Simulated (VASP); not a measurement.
# Ti (I4/mmm) in VASP: a series of runs

Ti is run at these levels: LDA; tasks: single point.

Everything below comes from runs of VASP 6.6.1. Logs are shortened: lines on timing, memory, paths and dates and some standing lists are left out, and cuts for length are marked.

## (1) The cell of the first run

It takes space group I4/mmm (No. 139, tetragonal). The conventional cell has a = 2.864 Å, b = 2.864 Å, c = 3.749 Å, α = 90.00°, β = 90.00°, γ = 90.00°. Ti (site symmetry 4/mmm) has 12 Ti at 2.76 to 2.86 Å within 3.6 Å.

## (2) Single point, LDA (15.37 Å³/atom)

INCAR

```
SYSTEM = Ti
PREC     = Accurate       ! precision mode
ENCUT    = 520            ! plane-wave cutoff, eV
EDIFF    = 1E-6           ! SCF threshold, eV
ISMEAR   = 0              ! smearing method
SIGMA    = 0.15           ! smearing width, eV
LREAL    = .False.        ! projectors in reciprocal space
LASPH    = .True.         ! aspherical terms in the spheres
NELM     = 80             ! most SCF steps
ALGO     = Fast           ! electronic algorithm
ISIF     = 2              ! what is computed and relaxed
LWAVE    = .False.        ! write WAVECAR
LCHARG   = .True.         ! write CHGCAR
LELF     = .True.         ! ELF
LVHAR    = .True.       
NBANDS   = 12             ! bands
```

KPOINTS

```
regular mesh
0
Gamma
  22 22 22
  0 0 0
```

POSCAR

```
Ti
1.0
    0.0000000000      2.0249301126      1.8744778053
    2.0249301126      0.0000000000      1.8744778053
    2.0249301126      2.0249301126      0.0000000000
Ti
1
Direct
    0.0000000000      0.0000000000      0.0000000000
```

Potentials or basis: VASP PAW LDA potentials, release 64 (Ti_sv).

The run is started by

```console
$ cat potpaw_LDA.64/Ti_sv/POTCAR > POTCAR
$ mpirun -np 1 vasp_std > vasp.out
```

OUTCAR:

```text
SYSTEM = Ti
   PREC = Accurate
   ENCUT = 520
   EDIFF = 1E-6
   ISMEAR = 0
   LREAL = .False.
   LASPH = .True.
   NELM = 80
   ISIF = 2

 ion  position               nearest neighbor table
   1  0.000  0.000  0.000-

  LATTYP: Found a body centered tetragonal cell.
 ALAT       =     2.8636836281
 C/A-ratio  =     1.3091374947

  Lattice vectors:

 A1 = (   0.0000000000,  -2.0249301126,  -1.8744778053)
 A2 = (   0.0000000000,   2.0249301126,  -1.8744778053)
 A3 = (   2.0249301126,   0.0000000000,   1.8744778053)

Analysis of symmetry for initial positions (statically):
=====================================================================
 Subroutine PRICEL returns:
 Original cell was already a primitive cell.

 Routine SETGRP: Setting up the symmetry group for a
 body centered tetragonal supercell.

 Subroutine GETGRP returns: Found 16 space group operations
 (whereof 16 operations were pure point group operations)
 out of a pool of 16 trial point group operations.

The static configuration has the point symmetry D_4h.

Analysis of symmetry for dynamics (positions and initial velocities):
=====================================================================
 Subroutine PRICEL returns:
 Original cell was already a primitive cell.

 Routine SETGRP: Setting up the symmetry group for a
 body centered tetragonal supercell.

 Subroutine GETGRP returns: Found 16 space group operations
 (whereof 16 operations were pure point group operations)
 out of a pool of 16 trial point group operations.

The dynamic configuration has the point symmetry D_4h.

 Subroutine INISYM returns: Found 16 space group operations
 (whereof 16 operations are pure point group operations),
 and found     1 'primitive' translations

----------------------------------------------------------------------------------------

                                     Primitive cell

  volume of cell :      15.3720

  direct lattice vectors                    reciprocal lattice vectors
     0.000000000  2.024930113  1.874477805    -0.246922102  0.246922102  0.266740955
     2.024930113  0.000000000  1.874477805     0.246922102 -0.246922102  0.266740955
     2.024930113  2.024930113  0.000000000     0.246922102  0.246922102 -0.266740955

  length of vectors
     2.759349380  2.759349380  2.863683628     0.439422105  0.439422105  0.439422105

  position of ions in fractional coordinates (direct lattice)
     0.000000000  0.000000000  0.000000000

  ion indices of the primitive-cell ions
   primitive index   ion index
                 1           1

----------------------------------------------------------------------------------------

 KPOINTS: regular mesh

Automatic generation of k-mesh.
 Grid dimensions read from file:
 generate k-points for:   22   22   22

 Generating k-lattice:

  Cartesian coordinates                     Fractional coordinates (reciprocal lattice)
    -0.011223732  0.011223732  0.012124589     0.045454545  0.000000000  0.000000000
     0.011223732 -0.011223732  0.012124589     0.000000000  0.045454545  0.000000000
     0.011223732  0.011223732 -0.012124589     0.000000000  0.000000000  0.045454545

  Length of vectors
     0.019973732  0.019973732  0.019973732

  Shift w.r.t. Gamma in fractional coordinates (k-lattice)
     0.000000000  0.000000000  0.000000000

 Subroutine IBZKPT returns following result:
 ===========================================

 Found    834 irreducible k-points:

 Following reciprocal coordinates:
            Coordinates               Weight
  0.000000  0.000000  0.000000      1.000000
  0.045455  0.000000  0.000000      8.000000
  0.090909  0.000000  0.000000      8.000000
  0.136364  0.000000  0.000000      8.000000
  0.181818  0.000000  0.000000      8.000000
  0.227273  0.000000  0.000000      8.000000
[... 16 lines left out ...]
  0.500000  0.045455  0.000000      8.000000
 -0.454545  0.045455  0.000000      8.000000
 [... further k-points ...]
   k-points           NKPTS =    834   k-points in BZ     NKDIM =    834   number of bands    NBANDS=     12
   number of dos      NEDOS =    301   number of ions     NIONS =      1
   total plane-waves  NPLWV =  13824
   dimension x,y,z NGX =    24 NGY =   24 NGZ =   24
   dimension x,y,z NGXF=    48 NGYF=   48 NGZF=   48
   ions per type =               1
   NGX,Y,Z   is equivalent  to a cutoff of  14.46, 14.46, 13.93 a.u.
   NGXF,Y,Z  is equivalent  to a cutoff of  28.92, 28.92, 27.87 a.u.
 SYSTEM =  Ti
   PREC   = accura    normal or accurate (medium, high low for compatibility)
   ISTART =      0    job   : 0-new  1-cont  2-samecut
   ICHARG =      2    charge: 1-file 2-atom 10-const
   ISPIN  =      1    spin polarized calculation?
   LNONCOLLINEAR =      F non collinear calculations
   LSORBIT =      F    spin-orbit coupling
   LASPH  =      T    aspherical Exc in radial PAW
   ENCUT  =  520.0 eV  38.22 Ry    6.18 a.u.   5.13  5.13  5.32*2*pi/ulx,y,z
   NELM   =     80;   NELMIN=  2; NELMDL= -5     # of ELM steps
   EDIFF  = 0.1E-05   stopping-criterion for ELM
   LREAL  =      F    real-space projection
   EDIFFG = 0.1E-04   stopping-criterion for IOM
   NSW    =      0    number of steps for IOM
   IBRION =     -1    ionic relax: 0-MD 1-quasi-New 2-CG
   NFREE  =      0    steps in history (QN), initial steepest desc. (CG)
   ISIF   =      2    stress and relaxation
   ISYM   =      2    0-nonsym 1-usesym 2-fastsym
   POTIM  = 0.5000    time-step for ionic-motion
   TEBEG  =    0.0;   TEEND  =   0.0 temperature during run
   PSTRESS=    0.0 pullay stress
   NELECT =      12.0000    total number of electrons
   NUPDOWN=      -1.0000    fix difference up-down
   EMIN   =  10.00;   EMAX   =-10.00  energy-range for DOS
   EFERMI =   0.00;   METHOD = LEGACY
   ISMEAR =     0;   SIGMA  =   0.15  broadening in eV -4-tet -1-fermi 0-gaus
   EFERMI_NEDOS =   21; number of points for ismear=-14 and -15
   IALGO  =     68    algorithm
   IMIX   =      4    mixing-type and parameters
     AMIX     =   0.40;   BMIX     =  1.00
     AMIX_MAG =   1.60;   BMIX_MAG =  1.00
  volume/ion in A,a.u.               =      15.37       103.74
  Fermi-wavevector in a.u.,A,eV,Ry     =   1.507388  2.848551 30.915420  2.272219
  Thomas-Fermi vector in A             =   2.617981
   LORBIT       =      0    0 simple, 1 ext, 2 COOP (PROOUT), +10 PAW based schemes
   GGA     = CA    functional components
   LHFCALC =     F    Hartree Fock is set to
   AEXX    =    0.0000 exact exchange contribution
   IVDW    =     0    specifies the selected vdW correction
   LEPSILON=     F    determine dielectric tensor
   LRPA    =     F    only Hartree local field effects (RPA)
 non-spin polarized calculation
 RMM-DIIS sequential band-by-band and
 Gauss-broadening in eV      SIGMA  =   0.15
  energy-cutoff  :      520.00
  volume of cell :       15.37
 maximum number of plane-waves:       431
 NGX is ok and might be reduce to    24
   NGX = 11   NGY = 11   NGZ = 11

 number of electron      11.9999999 magnetization

 Free energy of the ion-electron system (eV)
  ---------------------------------------------------
  ext. energy  EPLUGINS =         0.00000000
  ---------------------------------------------------
  free energy    TOTEN  =        -8.49202406 eV

  energy without entropy =       -8.47326796  energy(sigma->0) =       -8.48264601

 E-fermi :   9.3304     XC(G=0): -12.3803

 val. band max:        9.3273605376   @ k =  -0.2727   0.3636   0.1364
 cond. band min:       9.3306964190   @ k =  -0.4091   0.1364   0.2727
 fundamental gap:      0.0033358814
 Fermi energy:         9.3304423755

 k-point     1 :       0.0000    0.0000    0.0000
  band No.  band energies     occupation
      1     -46.4938      2.00000
      2     -22.5456      2.00000
      3     -22.5456      2.00000
      4     -22.5327      2.00000
      5       3.0727      2.00000
      6      10.0659      0.00000
      7      10.0659      0.00000
      8      10.7231      0.00000
      9      11.7288      0.00000
     10      12.4961      0.00000
     11      25.4706      0.00000
     12      29.6585      0.00000

 k-point     2 :       0.0455    0.0000    0.0000
  band No.  band energies     occupation
      1     -46.4896      2.00000
      2     -22.5639      2.00000
      3     -22.5492      2.00000
      4     -22.5377      2.00000
      5       3.1488      2.00000
      6      10.0492      0.00000
      7      10.0939      0.00000
      8      10.7186      0.00000
      9      11.7159      0.00000
     10      12.4708      0.00000
     11      25.5503      0.00000
     12      29.3447      0.00000

 k-point     3 :       0.0909    0.0000    0.0000
  band No.  band energies     occupation
      1     -46.4773      2.00000
      2     -22.6260      2.00000
      3     -22.5599      2.00000
      4     -22.5433      2.00000
      5       3.3726      2.00000
      6       9.9803      0.00000
      7      10.1671      0.00000
      8      10.7281      0.00000
      9      11.6902      0.00000
     10      12.4035      0.00000
     11      25.7519      0.00000
     12      28.4312      0.00000
[... 286 lines left out ...]
 k-point    23 :       0.5000    0.0455    0.0000
  band No.  band energies     occupation
      1     -46.2797      2.00000
      2     -23.5564      2.00000
      3     -22.7285      2.00000
      4     -22.6280      2.00000
      5       6.5255      2.00000
      6       9.7607      0.00005
      7      10.1455      0.00000
      8      10.6398      0.00000
      9      13.4146      0.00000
     10      13.6341      0.00000
     11      18.9222      0.00000
     12      24.6081      0.00000

 k-point    24 :      -0.4545    0.0455    0.0000
  band No.  band energies     occupation
      1     -46.2819      2.00000
      2     -23.5460      2.00000
      3     -22.7234      2.00000
      4     -22.6316      2.00000
      5       6.5157      2.00000
      6       9.7663      0.00004
      7      10.0860      0.00000
      8      10.6582      0.00000
      9      13.4343      0.00000
     10      13.5382      0.00000
     11      19.0405      0.00000
     12      24.6516      0.00000

 [... further k-points ...]

------------------------ aborting loop because EDIFF is reached ----------------------------------------

  FORCE on cell =-STRESS in cart. coord.  units (eV):
  Direction    XX          YY          ZZ          XY          YZ          ZX
  --------------------------------------------------------------------------------------
  -------------------------------------------------------------------------------------
  Total        0.4183268      0.4183268      0.6356530      0.0000000      0.0000000     -0.0000000
  in kB       43.6009492     43.6009492     66.2521976      0.0000000      0.0000000     -0.0000000
  external PRESSURE =      51.1513653 kB  Pullay stress =       0.0000000 kB

 VOLUME and BASIS-vectors are now :
 -----------------------------------------------------------------------------
  energy-cutoff  :      520.00
  volume of cell :       15.37
      direct lattice vectors                 reciprocal lattice vectors
     0.000000000  2.024930113  1.874477805    -0.246922102  0.246922102  0.266740955
     2.024930113  0.000000000  1.874477805     0.246922102 -0.246922102  0.266740955
     2.024930113  2.024930113  0.000000000     0.246922102  0.246922102 -0.266740955

 POSITION                                       TOTAL-FORCE (eV/Angst)
 -----------------------------------------------------------------------------------
      0.00000      0.00000      0.00000         0.000000      0.000000     -0.000000
 -----------------------------------------------------------------------------------
    total drift:                                0.000000      0.000000     -0.000000

  FREE ENERGIE OF THE ION-ELECTRON SYSTEM (eV)
  ---------------------------------------------------
  free  energy   TOTEN  =        -8.4920240564 eV

  energy  without entropy=       -8.4732679594  energy(sigma->0) =       -8.48264601
```

Run time: 3.1 min. Hardware: 1 thread of Intel Xeon Platinum 8375C at 2.90GHz (Ice Lake), shared host; peak memory 0.26 GiB.

Results:

- Free energy: -8.4920 eV
- Pressure: 5.1 GPa
- Band gap on the k mesh: zero (bands 6 and 7 overlap by 1.57 eV)

Stress tensor (GPa, compression positive):
```
4.36 0.00 0.00
0.00 4.36 0.00
0.00 0.00 6.63
```

Caveat: the cell stands under pressure.

## (3) Single point, LDA (15.37 Å³/atom)

INCAR

```
PREC     = Accurate       # precision mode
ENCUT    = 520            # plane-wave cutoff, eV
EDIFF    = 1E-7           # SCF threshold, eV
ISMEAR   = 0              # smearing method
SIGMA    = 0.15           # smearing width, eV
LREAL    = F              # projectors in reciprocal space
LASPH    = T              # aspherical terms in the spheres
NELM     = 80             # most SCF steps
ALGO     = Fast           # electronic algorithm
ISIF     = 2              # what is computed and relaxed
LWAVE    = F              # write WAVECAR
LCHARG   = F              # write CHGCAR
NBANDS   = 12             # bands
```

KPOINTS

```
regular mesh
0
Gamma
  22 22 22
```

POSCAR

```
Ti
1.0
    0.0000000000      2.1319281212      1.6910453858
    2.1319281212      0.0000000000      1.6910453858
    2.1319281212      2.1319281212      0.0000000000
Ti
1
Direct
    0.0000000000      0.0000000000      0.0000000000
```

Potentials or basis: VASP PAW LDA potentials, release 64 (Ti_sv).

The run is started by

```console
$ cat potpaw_LDA.64/Ti_sv/POTCAR > POTCAR
$ mpirun -np 1 vasp_std > vasp.out
```

Run time: 3.9 min. Hardware: 1 thread of Intel Xeon Platinum 8375C at 2.90GHz (Ice Lake), shared host; peak memory 0.26 GiB.

The run converged. Its results:

```
Free energy            : -8.4707 eV
Pressure               : 4.2 GPa
Band gap on the k mesh : zero (bands 6 and 7 overlap by 1.70 eV)
```

Stress tensor (GPa, compression positive):
```
3.85 0.00 0.00
0.00 3.85 0.00
0.00 0.00 4.83
```

Levels at points of the mesh, in eV from the Fermi level:
```tsv
k point	band 4	band 5	band 6	band 7	band 8	band 9
(0.00, 0.00, 0.00)	-31.72	-6.14	0.79	0.79	1.64	2.44
(0.50, 0.00, 0.00)	-31.73	-2.78	-0.20	1.40	2.35	3.65
(0.50, 0.50, 0.00)	-32.32	-2.77	-2.40	4.33	4.56	4.56
(0.50, 0.00, 0.50)	-31.81	-2.86	-1.29	2.25	3.71	3.82
```

Caveat: the cell stands under pressure.

## (4) Single point, LDA (16.01 Å³/atom)

This run uses another cell than the first one, of 16.01 Å³/atom.

INCAR

```
  ALGO = Fast
  EDIFF = 1E-6
  ENCUT = 520
  GGA = CA
  ISIF = 2
  ISMEAR = 0
  LASPH = True
  LCHARG = False
  LREAL = False
  LWAVE = False
  NBANDS = 12
  NELM = 80
  PREC = Accurate
  SIGMA = 0.15
```

KPOINTS

```
k-points
0
Gamma
  22 22 22
```

POSCAR

```
Ti
1.0
    0.0000000000      2.3346209154      1.4689434800
    2.3346209154      0.0000000000      1.4689434800
    2.3346209154      2.3346209154      0.0000000000
Ti
1
Direct
    0.0000000000      0.0000000000      0.0000000000
```

The run is started by

```console
$ cat potpaw_LDA.64/Ti_sv/POTCAR > POTCAR
$ mpirun -np 1 vasp_std > vasp.out
```

It took 3.6 min on 1 thread of Intel Xeon Platinum 8375C at 2.90GHz (Ice Lake), shared host; peak memory 0.27 GiB.

Results (log left out):

```
Free energy            : -8.4842 eV
Pressure               : -1.2 GPa
Band gap on the k mesh : zero (bands 6 and 7 overlap by 1.62 eV)
```

Stress tensor (GPa, compression positive):
```
-0.38  0.00  0.00
 0.00 -0.38  0.00
 0.00  0.00 -2.79
```

Levels at points of the mesh, in eV from the Fermi level:
```csv
k point,band 4,band 5,band 6,band 7,band 8,band 9
"(0.00, 0.00, 0.00)",-31.84,-6.07,0.39,1.37,1.37,2.25
"(0.50, 0.00, 0.00)",-31.91,-2.70,-0.89,1.83,2.87,3.87
"(0.50, 0.50, 0.00)",-32.31,-2.59,-2.27,4.21,4.21,4.44
"(0.50, 0.00, 0.50)",-31.82,-2.67,0.25,0.94,2.16,3.00
```

## (5) The runs side by side

```tsv
cell	further INCAR settings	gap on the mesh (eV)	pressure (GPa)
a = 2.759, b = 2.759, c = 2.864 Å, angles 58.7, 58.7, 62.5°, 1 atom	ALGO = Fast; EDIFF = 1e-06; NBANDS = 12	none	5.1
a = 2.721, b = 2.721, c = 3.015 Å, angles 56.4, 56.4, 67.3°, 1 atom	ALGO = Fast; EDIFF = 1e-07; NBANDS = 12	none	4.2
a = 2.758, b = 2.758, c = 3.302 Å, angles 53.2, 53.2, 73.5°, 1 atom	ALGO = Fast; EDIFF = 1e-06; NBANDS = 12	none	-1.2
```

Alike in all rows: task single point; level LDA; potentials or basis VASP PAW LDA potentials, release 64 (Ti_sv); no spin polarisation; k mesh 22 × 22 × 22; cutoff (eV) 520; smearing gaussian 0.15 eV.

Caveats: the cell stands under pressure (at least some runs).

Absolute energies hang on the potentials; compare differences alone.
